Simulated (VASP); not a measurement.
# TiO2 (Pbcn) in VASP: further runs, part 2 of 2

VASP 6.6.1. The steps go on from the part before.

**3. Electric field gradients, PBE**

Input file INCAR:

```
SYSTEM = TiO2
PREC = Accurate
ENCUT = 520
EDIFF = 1E-8
ISMEAR = -1
SIGMA = 0.02
LREAL = .FALSE.
LASPH = .TRUE.
NELM = 80
ALGO = Normal
ISIF = 2
LWAVE = .FALSE.
LCHARG = .FALSE.
GGA = PE
LEFG = .TRUE.
NELECT = 97.0
NBANDS = 60
```

Input file KPOINTS:

```
Automatic mesh
0
G
  5 4 4
  0 0 0
```

Input file POSCAR:

```
TiO2
1.0
    4.5453495500      0.0000000000      0.0000000000
    0.0000000000      5.5196194400      0.0000000000
    0.0000000000      0.0000000000      4.9091968600
Ti O
4 8
Direct
    0.5000000000      0.6729909300      0.7500000000
    0.0000000000      0.8270090700      0.2500000000
    0.5000000000      0.3270090700      0.2500000000
    0.0000000000      0.1729909300      0.7500000000
    0.7285493800      0.6182753600      0.0813509200
    0.2285493800      0.8817246400      0.9186490800
    0.7714506200      0.8817246400      0.5813509200
    0.2714506200      0.6182753600      0.4186490800
    0.7285493800      0.3817246400      0.5813509200
    0.2285493800      0.1182753600      0.4186490800
    0.7714506200      0.1182753600      0.0813509200
    0.2714506200      0.3817246400      0.9186490800
```

Potentials or basis: VASP PAW PBE potentials, release 64 (Ti_sv, O).

On the command line:

```sh
> cat potpaw_PBE.64/Ti_sv/POTCAR potpaw_PBE.64/O/POTCAR > POTCAR
> mpirun -np 1 vasp_std > vasp.out
```

OUTCAR:

```text
SYSTEM = TiO2
   PREC = Accurate
   ENCUT = 520
   EDIFF = 1E-8
   ISMEAR = -1
   LREAL = .FALSE.
   LASPH = .TRUE.
   NELM = 80
   ISIF = 2
   GGA = PE
   NELECT = 97.0

 ion  position               nearest neighbor table
   1  0.500  0.673  0.750-   6 1.88   7 1.88   5 1.95   8 1.95   9 2.09  12 2.09
   2  0.000  0.827  0.250-   5 1.88   8 1.88   7 1.95   6 1.95  10 2.09  11 2.09
   3  0.500  0.327  0.250-  10 1.88  11 1.88   9 1.95  12 1.95   5 2.09   8 2.09
   4  0.000  0.173  0.750-   9 1.88  12 1.88  11 1.95  10 1.95   6 2.09   7 2.09
   5  0.729  0.618  0.081-   2 1.88   1 1.95   3 2.09
   6  0.229  0.882  0.919-   1 1.88   2 1.95   4 2.09
   7  0.771  0.882  0.581-   1 1.88   2 1.95   4 2.09
   8  0.271  0.618  0.419-   2 1.88   1 1.95   3 2.09
   9  0.729  0.382  0.581-   4 1.88   3 1.95   1 2.09
  10  0.229  0.118  0.419-   3 1.88   4 1.95   2 2.09
  11  0.771  0.118  0.081-   3 1.88   4 1.95   2 2.09
  12  0.271  0.382  0.919-   4 1.88   3 1.95   1 2.09

  LATTYP: Found a simple orthorhombic cell.
 ALAT       =     4.5453495500
 B/A-ratio  =     1.0800482572
 C/A-ratio  =     1.2143443269

  Lattice vectors:

 A1 = (  -4.5453495500,   0.0000000000,   0.0000000000)
 A2 = (   0.0000000000,   0.0000000000,   4.9091968600)
 A3 = (   0.0000000000,   5.5196194400,   0.0000000000)

Analysis of symmetry for initial positions (statically):
=====================================================================
 Subroutine PRICEL returns:
 Original cell was already a primitive cell.

 Routine SETGRP: Setting up the symmetry group for a
 simple orthorhombic supercell.

 Subroutine GETGRP returns: Found  8 space group operations
 (whereof  2 operations were pure point group operations)
 out of a pool of  8 trial point group operations.

The static configuration has the point symmetry S_2 .
 The point group associated with its full space group is D_2h.

Analysis of symmetry for dynamics (positions and initial velocities):
=====================================================================
 Subroutine PRICEL returns:
 Original cell was already a primitive cell.

 Routine SETGRP: Setting up the symmetry group for a
 simple orthorhombic supercell.

 Subroutine GETGRP returns: Found  8 space group operations
 (whereof  2 operations were pure point group operations)
 out of a pool of  8 trial point group operations.

The dynamic configuration has the point symmetry S_2 .
 The point group associated with its full space group is D_2h.

 Subroutine INISYM returns: Found  8 space group operations
 (whereof  2 operations are pure point group operations),
 and found     1 'primitive' translations

----------------------------------------------------------------------------------------

                                     Primitive cell

  volume of cell :     123.1649

  direct lattice vectors                    reciprocal lattice vectors
     4.545349550  0.000000000  0.000000000     0.220005082  0.000000000  0.000000000
[... 161 lines left out ...]
 k-point     1 :       0.0000    0.0000    0.0000
  band No.  band energies     occupation
      1     -51.2607      2.00000
      2     -51.2376      2.00000
      3     -51.2295      2.00000
      4     -51.2237      2.00000
      5     -27.7413      2.00000
      6     -27.6756      2.00000
[... 1501 lines left out ...]
     59       9.1352      0.00000
     60       9.1352      0.00000

 [... further k-points ...]

------------------------ aborting loop because EDIFF is reached ----------------------------------------

  FORCE on cell =-STRESS in cart. coord.  units (eV):
  Direction    XX          YY          ZZ          XY          YZ          ZX
  --------------------------------------------------------------------------------------
  -------------------------------------------------------------------------------------
  Total       18.0673207     16.3560188     17.1457645      0.0000000      0.0000000      0.0000000
  in kB      235.0268416    212.7655510    223.0388745      0.0000000      0.0000000      0.0000000
  external PRESSURE =     223.6104224 kB  Pullay stress =       0.0000000 kB

 VOLUME and BASIS-vectors are now :
 -----------------------------------------------------------------------------
  energy-cutoff  :      520.00
  volume of cell :      123.16
      direct lattice vectors                 reciprocal lattice vectors
     4.545349550  0.000000000  0.000000000     0.220005082  0.000000000  0.000000000
     0.000000000  5.519619440  0.000000000     0.000000000  0.181171911  0.000000000
     0.000000000  0.000000000  4.909196860     0.000000000  0.000000000  0.203699307

 POSITION                                       TOTAL-FORCE (eV/Angst)
 -----------------------------------------------------------------------------------
      2.27267      3.71465      3.68190         0.000000     -0.192567     -0.000000
      0.00000      4.56478      1.22730         0.000000      0.192567     -0.000000
      2.27267      1.80497      1.22730         0.000000      0.192567     -0.000000
      0.00000      0.95484      3.68190         0.000000     -0.192567     -0.000000
      3.31151      3.41264      0.39937         0.177399      0.060357      0.097355
      1.03884      4.86678      4.50983         0.177399     -0.060357     -0.097355
      3.50651      4.86678      2.85397        -0.177399     -0.060357      0.097355
      1.23384      3.41264      2.05523        -0.177399      0.060357     -0.097355
      3.31151      2.10697      2.85397         0.177399     -0.060357      0.097355
      1.03884      0.65283      2.05523         0.177399      0.060357     -0.097355
      3.50651      0.65283      0.39937        -0.177399      0.060357      0.097355
      1.23384      2.10697      4.50983        -0.177399     -0.060357     -0.097355
 -----------------------------------------------------------------------------------
    total drift:                                0.000000      0.000000      0.000000

  FREE ENERGIE OF THE ION-ELECTRON SYSTEM (eV)
  ---------------------------------------------------
  free  energy   TOTEN  =       -99.8536643888 eV

  energy  without entropy=      -99.8325286051  energy(sigma->0) =      -99.84309650

 Electric field gradients (V/A^2)
---------------------------------------------------------------------
 ion       V_xx      V_yy      V_zz      V_xy      V_xz      V_yz
---------------------------------------------------------------------
   1     -14.026    27.821   -13.795     0.000     0.805     0.000
   2     -14.026    27.821   -13.795    -0.000    -0.805    -0.000
   3     -14.026    27.821   -13.795    -0.000     0.805     0.000
   4     -14.026    27.821   -13.795    -0.000    -0.805    -0.000
   5      -5.598     1.510     4.088    19.720     6.040    -3.490
   6      -5.598     1.510     4.088   -19.720    -6.040    -3.490
   7      -5.598     1.510     4.088    19.720    -6.040     3.490
   8      -5.598     1.510     4.088   -19.720     6.040     3.490
   9      -5.598     1.510     4.088   -19.720     6.040     3.490
  10      -5.598     1.510     4.088    19.720    -6.040     3.490
  11      -5.598     1.510     4.088   -19.720    -6.040    -3.490
  12      -5.598     1.510     4.088    19.720     6.040    -3.490
---------------------------------------------------------------------

 Electric field gradients after diagonalization (V/A^2)
 (convention: |V_zz| > |V_xx| > |V_yy|)
----------------------------------------------------------------------
 ion       V_xx      V_yy      V_zz     asymmetry (V_yy - V_xx)/ V_zz
----------------------------------------------------------------------
   1     -14.724   -13.097    27.821       0.058
   2     -14.724   -13.097    27.821       0.058
   3     -14.724   -13.097    27.821       0.058
   4     -14.724   -13.097    27.821       0.058
   5      18.105     5.674   -23.779       0.523
   6      18.105     5.674   -23.779       0.523
   7      18.105     5.674   -23.779       0.523
   8      18.105     5.674   -23.779       0.523
   9      18.105     5.674   -23.779       0.523
  10      18.105     5.674   -23.779       0.523
  11      18.105     5.674   -23.779       0.523
  12      18.105     5.674   -23.779       0.523
----------------------------------------------------------------------

           NMR quadrupolar parameters

 Cq : quadrupolar parameter    Cq=e*Q*V_zz/h
 eta: asymmetry parameters     (V_yy - V_xx)/ V_zz
 Q  : nuclear electric quadrupole moment in mb (millibarn)
----------------------------------------------------------------------
 ion       Cq(MHz)       eta       Q (mb)
----------------------------------------------------------------------
   1       0.067       0.058       1.000
   2       0.067       0.058       1.000
   3       0.067       0.058       1.000
   4       0.067       0.058       1.000
   5      -0.057       0.523       1.000
   6      -0.057       0.523       1.000
   7      -0.057       0.523       1.000
   8      -0.057       0.523       1.000
   9      -0.057       0.523       1.000
  10      -0.057       0.523       1.000
  11      -0.057       0.523       1.000
  12      -0.057       0.523       1.000
----------------------------------------------------------------------
```

Run time: 2.8 min. Hardware: 1 thread of Intel Xeon Platinum 8488C (Sapphire Rapids), shared host; peak memory 0.3 GiB.

What came out:

```yaml
Free_energy: -99.8537 eV
Largest_force: 0.211 eV/Å
Largest_electric_field_gradient_by_atom: Ti +27.8; O -23.8 V/Å²
```

Forces on the atoms (eV/Å):
```
Ti   0.000 -0.193  0.000
Ti   0.000  0.193  0.000
Ti   0.000  0.193  0.000
Ti   0.000 -0.193  0.000
O    0.177  0.060  0.097
O    0.177 -0.060 -0.097
O   -0.177 -0.060  0.097
O   -0.177  0.060 -0.097
O    0.177 -0.060  0.097
O    0.177  0.060 -0.097
O   -0.177  0.060  0.097
O   -0.177 -0.060 -0.097
```

Electric field gradients, principal values (V/Å²):
| atom | least | middle | greatest (by size) |
| --- | --- | --- | --- |
| 1 Ti | -13.097 | -14.724 | 27.821 |
| 2 Ti | -13.097 | -14.724 | 27.821 |
| 3 Ti | -13.097 | -14.724 | 27.821 |
| 4 Ti | -13.097 | -14.724 | 27.821 |
| 5 O | 5.674 | 18.105 | -23.779 |
| 6 O | 5.674 | 18.105 | -23.779 |
| 7 O | 5.674 | 18.105 | -23.779 |
| 8 O | 5.674 | 18.105 | -23.779 |
| 9 O | 5.674 | 18.105 | -23.779 |
| 10 O | 5.674 | 18.105 | -23.779 |
| 11 O | 5.674 | 18.105 | -23.779 |
| 12 O | 5.674 | 18.105 | -23.779 |

Caveat: the cell carries a net charge on a neutralising background, which shifts energy and pressure; the cell is charged against a uniform background, so pressure and absolute levels hang on convention; without QUAD_EFG the Cq values of the log hold for a quadrupole moment of 1 mb, not for the nuclei; an odd number of electrons without spin polarisation forces a metal; a magnetic or distorted state may lie lower.
